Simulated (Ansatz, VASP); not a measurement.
# One calculation of Cd, two programs

The input INCAR:

```
SYSTEM = Cd
PREC = Accurate ; ENCUT = 520
EDIFF = 1E-6 ; ISMEAR = -1
SIGMA = 0.1 ; LREAL = .FALSE.
LASPH = .TRUE. ; NELM = 60
ALGO = Normal ; ISIF = 2
LWAVE = .FALSE. ; LCHARG = .TRUE.
GGA = PE ; LELF = .TRUE.
LVHAR = .TRUE. ; NBANDS = 12
```

File KPOINTS:

```
Automatic mesh
0
G
  17 17 17
  0 0 0
```

The input POSCAR:

```
Cd
1.0
    3.1096704538      0.0000000000      0.0000000000
    0.0000000000      3.1096704538      0.0000000000
    0.0000000000      0.0000000000      3.1096704538
Cd
1
Direct
    0.0000000000      0.0000000000      0.0000000000
```

Input for Ansatz:

```yaml
crystal:
  lattice:
    - [3.1096704538, 0.0, 0.0]
    - [0.0, 3.1096704538, 0.0]
    - [0.0, 0.0, 3.1096704538]
  atoms:
    - { symbol: Cd, position: [0.0, 0.0, 0.0] }
hamiltonian:
  xc: pbe
  pseudopotentials:
    kind: paw
    azcp:
      Cd: "pseudopotentials/Cd.paw.azcp"
basis:
  ecutwfc: 420
  fft_grid_basis: typed
kpoints:
  mp_grid: { grid: [17, 17, 17], shift: [0, 0, 0] }
magnetization:
  spin_polarized: false
scf:
  occupations: { method: fermi_dirac, width: 0.1 }
output:
  stress: true
```

Alike in both runs: task single point; functional PBE; k mesh 17 × 17 × 17; occupations fermi-dirac, width 0.1 eV; no spin polarisation.

|  | VASP | Ansatz |
| --- | --- | --- |
| version | VASP 6.6.1 | Ansatz 0.2.0 |
| potentials or method | VASP PAW PBE potentials, release 64 (Cd), cutoff 520 eV | plane waves (420 eV) with PAW, scalar-relativistic |
| valence electrons in the cell | 12 | 20 |

```tsv
	VASP	Ansatz	Ansatz less VASP
pressure (GPa)	-2.2	-2.4	-0.13
```

VASP's potentials hold 12 valence electrons a cell and Ansatz's 20, so a difference there can come from the potentials and not from the codes.
